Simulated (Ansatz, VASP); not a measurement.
# One calculation of HfSi2, two programs

INCAR

```
ALGO     = Normal         # electronic algorithm
EDIFF    = 1E-7           # SCF threshold, eV
EDIFFG   = -0.005         # ionic threshold
ENCUT    = 500            # plane-wave cutoff, eV
GGA      = PE             # functional
GGA_COMPAT= F            
IBRION   = 2              # ionic algorithm
ISIF     = 3              # what is computed and relaxed
ISMEAR   = 0              # smearing method
LASPH    = T              # aspherical terms in the spheres
LCHARG   = F              # write CHGCAR
LREAL    = F              # projectors in reciprocal space
LWAVE    = F              # write WAVECAR
NELM     = 120            # most SCF steps
NELMIN   = 4            
NSW      = 100            # ionic steps
PREC     = Accurate       # precision mode
SIGMA    = 0.1            # smearing width, eV
```

The input KPOINTS:

```
k-points
0
Gamma
  10 10 10
```

Contents of POSCAR:

```
HfSi2
1.0
    1.8501392521     -7.2783947329      0.0000000000
    1.8501392521      7.2783947329      0.0000000000
    0.0000000000      0.0000000000      3.6540200993
Hf Si
2 4
Direct
    0.6049707102      0.3950292898      0.2500000000
    0.3950292898      0.6049707102      0.7500000000
    0.9453849172      0.0546150828      0.2500000000
    0.0546150828      0.9453849172      0.7500000000
    0.2499640654      0.7500359346      0.2500000000
    0.7500359346      0.2499640654      0.7500000000
```

Input for Ansatz:

```yaml
crystal:
  lattice:
    - [1.8501392521, -7.2783947329, 0.0]
    - [1.8501392521, 7.2783947329, 0.0]
    - [0.0, 0.0, 3.6540200993]
  atoms:
    - { symbol: Hf, position: [0.6049707102, 0.3950292898, 0.25] }
    - { symbol: Hf, position: [0.3950292898, 0.6049707102, 0.75] }
    - { symbol: Si, position: [0.9453849172, 0.0546150828, 0.25] }
    - { symbol: Si, position: [0.0546150828, 0.9453849172, 0.75] }
    - { symbol: Si, position: [0.2499640654, 0.7500359346, 0.25] }
    - { symbol: Si, position: [0.7500359346, 0.2499640654, 0.75] }
basis:
  ecutwfc: 420
kpoints:
  mp_grid: { grid: [10, 10, 10] }
hamiltonian:
  xc: pbe
scf:
  occupations: { method: gaussian, width: 0.1 }
output:
  forces: true
  stress: true
  eigenvalues: true
  write_density: true
  write_potential: true
  elf: true
  volumetric_format: npy
relax:
  adjacent_minimum: "off"
  f_tol: 0.005
  max_steps: 80
  cell: { stress_tol: 0.05 }
```

Alike in both runs: task relaxation of cell and atoms; functional PBE; k mesh 10 × 10 × 10; occupations gaussian, width 0.1 eV; no spin polarisation.

|  | VASP | Ansatz |
| --- | --- | --- |
| version | VASP 6.6.1 | Ansatz 0.2.0 |
| potentials or method | VASP PAW PBE potentials, release 64 (Hf_pv, Si), cutoff 500 eV | scalar-relativistic, plane waves, PAW |
| valence electrons in the cell | 36 | 68 |

|  | VASP | Ansatz | Ansatz less VASP |
| --- | --- | --- | --- |
| gap on the k mesh at the Fermi level, each at its own relaxed structure (eV) | none | none | - |
| relaxed volume (Å³/atom) | 16.39 | 16.39 | 0.000 |
| relaxed cell length with the largest relative difference (Å) | 3.658 | 3.659 | +0.0012 |

A gap of «none» marks a metal or a gap that the smearing closes. VASP's potentials hold 36 valence electrons a cell and Ansatz's 68, so a difference there can come from the potentials and not from the codes.

Spin-orbit coupling is off throughout.
